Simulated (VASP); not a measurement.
Wanted: the native input for a VASP 6.6.1 run.

| Item | Value |
| --- | --- |
| Task | relaxation of cell and atoms |
| Functional | LDA |
| Potentials or basis | VASP PAW LDA potentials, release 64 (B, W_sv) |
| Cutoff | 600 eV |
| k mesh | 18 × 18 × 12 |
| Occupations | fermi-dirac, width 0.15 eV |
| Spin | no spin polarisation |
| Dipole correction | no |
| Further INCAR settings | ALGO = Normal; EDIFF = 1e-06; IBRION = 2; EDIFFG = -0.001; NSW = 80; ISIF = 3 |

The structure of B2W lies in POSCAR:

```
B2W
1.0
    2.9878800014      0.0000000000      0.0000000000
   -1.4939400007      2.5875799847      0.0000000000
    0.0000000000      0.0000000000      3.3042355784
B W
2 1
Direct
    0.3333333333      0.6666666667      0.5000000000
    0.6666666667      0.3333333333      0.5000000000
    0.0000000000      0.0000000000      0.0000000000
```

The input as run:

INCAR

```
PREC = Accurate
ENCUT = 600
EDIFF = 1E-6
ISMEAR = -1
SIGMA = 0.15
LREAL = False
LASPH = True
NELM = 80
ALGO = Normal
ISIF = 3
LWAVE = False
LCHARG = False
GGA = CA
IBRION = 2
NSW = 80
EDIFFG = -0.001
```

KPOINTS

```
Automatic mesh
0
Gamma
  18 18 12
```

Potentials or basis: VASP PAW LDA potentials, release 64 (B, W_sv).

Launch:

```bash
$ cat potpaw_LDA.64/B/POTCAR potpaw_LDA.64/W_sv/POTCAR > POTCAR
$ mpirun -np 1 vasp_std > vasp.out
```

Results of the run:

```
Relaxed volume                        : 8.56 Å³/atom
Relaxed cell                          : a = 2.990 Å, b = 2.990 Å, c = 3.317 Å, α = 90.00°, β = 90.00°, γ = 120.00°
Space group after relaxing (to 0.1 Å) : P6/mmm (No. 191)
Energy gained by relaxing             : 0.3 meV/atom
Ionic steps                           : 15
Pressure after relaxing               : 0.0 GPa
Band gap on the k mesh                : zero (bands 10 and 11 overlap by 3.52 eV)
```

Caveat: spin-orbit coupling is left out, which moves the levels of the heavy elements.

It took 10 min on 1 thread of AMD EPYC 7R13, with other jobs on the host, peak memory 0.21 GiB.
